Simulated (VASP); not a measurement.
# MgI2 (P-3m1) in VASP: a series of runs, part 2 of 2

VASP 6.6.1.

## 5. Single point, PBE+D3(BJ) (strain +0.000 along x and y, -0.080 along z)

Contents of INCAR:

```
SYSTEM = MgI2
PREC = Accurate
ENCUT = 520
EDIFF = 1E-6
ISMEAR = 0
SIGMA = 0.05
LREAL = .False.
LASPH = .True.
NELM = 100
ALGO = Normal
ISIF = 2
LWAVE = .False.
LCHARG = .True.
GGA = PE
IVDW = 12
LELF = .True.
LVHAR = .True.
NBANDS = 15
```

Contents of KPOINTS:

```
Automatic mesh
0
Gamma
  6 6 4
  0 0 0
```

Contents of POSCAR:

```
MgI2
1.0
    4.1537001214      0.0000000000      0.0000000000
   -2.0768500607      3.5972098248      0.0000000000
    0.0000000000      0.0000000000      6.3130400000
Mg I
1 2
Direct
    0.0000000000      0.0000000000      0.0000000000
    0.3333333333      0.6666666667      0.7576300000
    0.6666666667      0.3333333333      0.2423700000
```

Potentials or basis: VASP PAW PBE potentials, release 64 (Mg, I).

On the command line:

```console
cat potpaw_PBE.64/Mg/POTCAR potpaw_PBE.64/I/POTCAR > POTCAR
mpirun -np 1 vasp_std > vasp.out
```

OUTCAR:

```text
SYSTEM = MgI2
   PREC = Accurate
   ENCUT = 520
   EDIFF = 1E-6
   ISMEAR = 0
   LREAL = .False.
   LASPH = .True.
   NELM = 100
   ISIF = 2
   GGA = PE
   IVDW = 12
 IVDW          = 12

 ion  position               nearest neighbor table
   1  0.000  0.000  0.000-   2 2.84   3 2.84   2 2.84   3 2.84   3 2.84   2 2.84
   2  0.333  0.667  0.758-   1 2.84   1 2.84   1 2.84
   3  0.667  0.333  0.242-   1 2.84   1 2.84   1 2.84

  LATTYP: Found a hexagonal cell.
 ALAT       =     4.1537001214
 C/A-ratio  =     1.5198593580

  Lattice vectors:

 A1 = (   4.1537001214,   0.0000000000,   0.0000000000)
 A2 = (  -2.0768500607,   3.5972098248,   0.0000000000)
 A3 = (   0.0000000000,   0.0000000000,   6.3130400000)

Analysis of symmetry for initial positions (statically):
=====================================================================
 Subroutine PRICEL returns:
 Original cell was already a primitive cell.

 Routine SETGRP: Setting up the symmetry group for a
 hexagonal supercell.

 Subroutine GETGRP returns: Found 12 space group operations
 (whereof 12 operations were pure point group operations)
 out of a pool of 24 trial point group operations.

The static configuration has the point symmetry D_3d.

Analysis of symmetry for dynamics (positions and initial velocities):
=====================================================================
 Subroutine PRICEL returns:
 Original cell was already a primitive cell.

 Routine SETGRP: Setting up the symmetry group for a
 hexagonal supercell.

 Subroutine GETGRP returns: Found 12 space group operations
 (whereof 12 operations were pure point group operations)
 out of a pool of 24 trial point group operations.

The dynamic configuration has the point symmetry D_3d.

 Subroutine INISYM returns: Found 12 space group operations
 (whereof 12 operations are pure point group operations),
 and found     1 'primitive' translations

----------------------------------------------------------------------------------------

                                     Primitive cell

  volume of cell :      94.3277

  direct lattice vectors                    reciprocal lattice vectors
     4.153700121  0.000000000  0.000000000     0.240749205  0.138996618  0.000000000
    -2.076850061  3.597209825  0.000000000     0.000000000  0.277993236  0.000000000
     0.000000000  0.000000000  6.313040000     0.000000000  0.000000000  0.158402291

  length of vectors
     4.153700121  4.153700121  6.313040000     0.277993236  0.277993236  0.158402291

  position of ions in fractional coordinates (direct lattice)
     0.000000000  0.000000000  0.000000000
     0.333333333  0.666666667  0.757630000
     0.666666667  0.333333333  0.242370000

  ion indices of the primitive-cell ions
   primitive index   ion index
                 1           1
                 2           2
                 3           3

----------------------------------------------------------------------------------------

 KPOINTS: Automatic mesh

Automatic generation of k-mesh.
 Grid dimensions read from file:
[... 45 lines left out ...]
  0.333333  0.333333  0.500000      2.000000
   k-points           NKPTS =     24   k-points in BZ     NKDIM =     24   number of bands    NBANDS=     15
   number of dos      NEDOS =    301   number of ions     NIONS =      3
   total plane-waves  NPLWV =  49152
   dimension x,y,z NGX =    32 NGY =   32 NGZ =   48
   dimension x,y,z NGXF=    64 NGYF=   64 NGZF=   96
   ions per type =               1   2
   NGX,Y,Z   is equivalent  to a cutoff of  12.81, 12.81, 12.64 a.u.
   NGXF,Y,Z  is equivalent  to a cutoff of  25.62, 25.62, 25.28 a.u.
 SYSTEM =  MgI2
   PREC   = accura    normal or accurate (medium, high low for compatibility)
   ISTART =      0    job   : 0-new  1-cont  2-samecut
   ICHARG =      2    charge: 1-file 2-atom 10-const
   ISPIN  =      1    spin polarized calculation?
   LNONCOLLINEAR =      F non collinear calculations
   LSORBIT =      F    spin-orbit coupling
   LASPH  =      T    aspherical Exc in radial PAW
   ENCUT  =  520.0 eV  38.22 Ry    6.18 a.u.   7.72  7.72 11.74*2*pi/ulx,y,z
   NELM   =    100;   NELMIN=  2; NELMDL= -5     # of ELM steps
   EDIFF  = 0.1E-05   stopping-criterion for ELM
   LREAL  =      F    real-space projection
   EDIFFG = 0.1E-04   stopping-criterion for IOM
   NSW    =      0    number of steps for IOM
   IBRION =     -1    ionic relax: 0-MD 1-quasi-New 2-CG
   NFREE  =      0    steps in history (QN), initial steepest desc. (CG)
   ISIF   =      2    stress and relaxation
   ISYM   =      2    0-nonsym 1-usesym 2-fastsym
   POTIM  = 0.5000    time-step for ionic-motion
   TEBEG  =    0.0;   TEEND  =   0.0 temperature during run
   PSTRESS=    0.0 pullay stress
   NELECT =      16.0000    total number of electrons
   NUPDOWN=      -1.0000    fix difference up-down
   EMIN   =  10.00;   EMAX   =-10.00  energy-range for DOS
   EFERMI =   0.00;   METHOD = LEGACY
   ISMEAR =     0;   SIGMA  =   0.05  broadening in eV -4-tet -1-fermi 0-gaus
   EFERMI_NEDOS =   21; number of points for ismear=-14 and -15
   IALGO  =     38    algorithm
   IMIX   =      4    mixing-type and parameters
     AMIX     =   0.40;   BMIX     =  1.00
     AMIX_MAG =   1.60;   BMIX_MAG =  1.00
  volume/ion in A,a.u.               =      31.44       212.19
  Fermi-wavevector in a.u.,A,eV,Ry     =   0.906223  1.712513 11.173647  0.821240
  Thomas-Fermi vector in A             =   2.029885
   LORBIT       =      0    0 simple, 1 ext, 2 COOP (PROOUT), +10 PAW based schemes
   GGA     = PE    functional components
   LHFCALC =     F    Hartree Fock is set to
   AEXX    =    0.0000 exact exchange contribution
   IVDW    =    12    specifies the selected vdW correction
   LEPSILON=     F    determine dielectric tensor
   LRPA    =     F    only Hartree local field effects (RPA)
 non-spin polarized calculation
 Gauss-broadening in eV      SIGMA  =   0.05
  energy-cutoff  :      520.00
  volume of cell :       94.33
 maximum number of plane-waves:      2561
 NGX is ok and might be reduce to    32
   NGX = 15   NGY = 15   NGZ = 23

 number of electron      16.0000001 magnetization

 Free energy of the ion-electron system (eV)
  ---------------------------------------------------
  ext. energy  EPLUGINS =         0.00000000
  ---------------------------------------------------
  free energy    TOTEN  =        -7.50731502 eV

  energy without entropy =       -7.50731502  energy(sigma->0) =       -7.50731502

 E-fermi :   3.7614     XC(G=0):  -8.5707

 val. band max:        3.5523255166   @ k =   0.0000   0.0000   0.0000
 cond. band min:       6.6327026897   @ k =   0.5000   0.0000   0.0000
 fundamental gap:      3.0803771730
 Fermi energy:         3.7613892745

 k-point     1 :       0.0000    0.0000    0.0000
  band No.  band energies     occupation
      1      -9.3320      2.00000
      2      -8.2620      2.00000
      3      -0.6907      2.00000
      4       2.2888      2.00000
      5       2.2888      2.00000
      6       2.8653      2.00000
      7       2.8653      2.00000
      8       3.5523      2.00000
      9       6.9889      0.00000
     10       7.5819      0.00000
     11       9.5994      0.00000
     12       9.5994      0.00000
     13      11.1014      0.00000
     14      11.1014      0.00000
[... 401 lines left out ...]
      2      -8.2702      2.00000
      3      -0.4209      2.00000
      4      -0.1057      2.00000
      5      -0.1057      2.00000
      6       0.6881      2.00000
      7       2.7949      2.00000
      8       2.7949      2.00000
      9       8.5188      0.00000
     10       9.2497      0.00000
     11       9.2497      0.00000
     12      10.7823      0.00000
     13      11.2760      0.00000
     14      11.4611      0.00000
     15      11.7046      0.00000

------------------------ aborting loop because EDIFF is reached ----------------------------------------

 Edisp (eV)   -1.00831

 E8    (eV) :    -0.4504

  FORCE on cell =-STRESS in cart. coord.  units (eV):
  Direction    XX          YY          ZZ          XY          YZ          ZX
  --------------------------------------------------------------------------------------
  -------------------------------------------------------------------------------------
  Total       1.02677     1.02677     2.64960    -0.00000    -0.00000     0.00000
  in kB      17.43986    17.43986    45.00401    -0.00000    -0.00000     0.00000
  external pressure =       26.63 kB  Pullay stress =        0.00 kB

 VOLUME and BASIS-vectors are now :
 -----------------------------------------------------------------------------
  energy-cutoff  :      520.00
  volume of cell :       94.33
      direct lattice vectors                 reciprocal lattice vectors
     4.153700121  0.000000000  0.000000000     0.240749205  0.138996618  0.000000000
    -2.076850061  3.597209825  0.000000000     0.000000000  0.277993236  0.000000000
     0.000000000  0.000000000  6.313040000     0.000000000  0.000000000  0.158402291

 POSITION                                       TOTAL-FORCE (eV/Angst)
 -----------------------------------------------------------------------------------
      0.00000      0.00000      0.00000        -0.000000      0.000000      0.000000
     -0.00000      2.39814      4.78295         0.000000      0.000000     -0.661811
      2.07685      1.19907      1.53009        -0.000000      0.000000      0.661811
 -----------------------------------------------------------------------------------
    total drift:                               -0.000000      0.000000     -0.000000

  FREE ENERGIE OF THE ION-ELECTRON SYSTEM (eV)
  ---------------------------------------------------
  free  energy   TOTEN  =        -8.5156206191 eV

  energy  without entropy=       -8.5156206191  energy(sigma->0) =       -8.51562062
```

OSZICAR:

```text
N       E                     dE             d eps       ncg     rms          rms(c)
DAV:   1     0.770152634356E+02    0.77015E+02   -0.59273E+03   720   0.855E+02
DAV:   2    -0.186612852859E+01   -0.78881E+02   -0.70163E+02   942   0.135E+02
DAV:   3    -0.752738651921E+01   -0.56613E+01   -0.56357E+01  1000   0.416E+01
DAV:   4    -0.763257832115E+01   -0.10519E+00   -0.10518E+00   962   0.664E+00
DAV:   5    -0.763353808013E+01   -0.95976E-03   -0.95970E-03  1021   0.566E-01    0.447E+00
DAV:   6    -0.752802941327E+01    0.10551E+00   -0.10100E-01   804   0.158E+00    0.295E+00
DAV:   7    -0.750875968949E+01    0.19270E-01   -0.12193E-01   888   0.174E+00    0.709E-01
DAV:   8    -0.750719850735E+01    0.15612E-02   -0.83125E-03   825   0.495E-01    0.186E-01
DAV:   9    -0.750731149131E+01   -0.11298E-03   -0.55067E-04   993   0.145E-01    0.677E-02
DAV:  10    -0.750730426572E+01    0.72256E-05   -0.25861E-05   853   0.330E-02    0.318E-02
DAV:  11    -0.750731487024E+01   -0.10605E-04   -0.16250E-05   860   0.257E-02    0.131E-02
DAV:  12    -0.750731502472E+01   -0.15448E-06   -0.39211E-07   745   0.354E-03
   1 F= -.85156206E+01 E0= -.85156206E+01  d E =-.500305E-11
```

Run time: 25 s. Hardware: 1 thread of Intel Xeon 6975P-C, shared host; peak memory 0.23 GiB.

Results:

```yaml
Free_energy: -8.5156 eV
Pressure: 2.7 GPa
Largest_force: 0.662 eV/Å
Band_gap_on_the_k_mesh: 3.08 eV, indirect (least direct gap 3.44 eV)
Dispersion_energy_per_atom: -0.336 eV
```

Forces in eV/Å, atoms in the order of the input:
```
Mg   0.000  0.000  0.000
I    0.000  0.000 -0.662
I    0.000  0.000  0.662
```

Stress tensor (GPa, compression positive):
```
1.74 0.00 0.00
0.00 1.74 0.00
0.00 0.00 4.50
```

Caveat: the cell differs from its parent crystal (strain +0.000 along x and y, -0.080 along z); spin-orbit coupling is left out, which moves the levels of the heavy elements. A k mesh can miss the band edges.

## 6. Summary

```csv
cell,gap on the mesh (eV),pressure (GPa),largest force (eV/Å)
"a = 3.988, b = 3.988, c = 6.313 Å, angles 90.0, 90.0, 120.0°, 3 atoms",3.22,6.9,1.13
"a = 3.821, b = 3.821, c = 7.136 Å, angles 90.0, 90.0, 120.0°, 3 atoms",3.23,5.2,0.36
"a = 3.821, b = 3.821, c = 7.411 Å, angles 90.0, 90.0, 120.0°, 3 atoms",3.02,3.5,0.02
"a = 4.154, b = 4.154, c = 6.313 Å, angles 90.0, 90.0, 120.0°, 3 atoms",3.08,2.7,0.66
```

Alike in all rows: task single point; level PBE+D3(BJ); potentials or basis VASP PAW PBE potentials, release 64 (Mg, I); no spin polarisation; k mesh 6 × 6 × 4; cutoff (eV) 520; smearing gaussian 0.05 eV.

Caveats: spin-orbit coupling is left out, which moves the levels of the heavy elements; forces of over 1 eV/Å act on the atoms, so gaps and moduli don't describe the material at rest (some runs).

Total energies depend on the potentials used, so only differences within one code and one set of settings carry meaning.
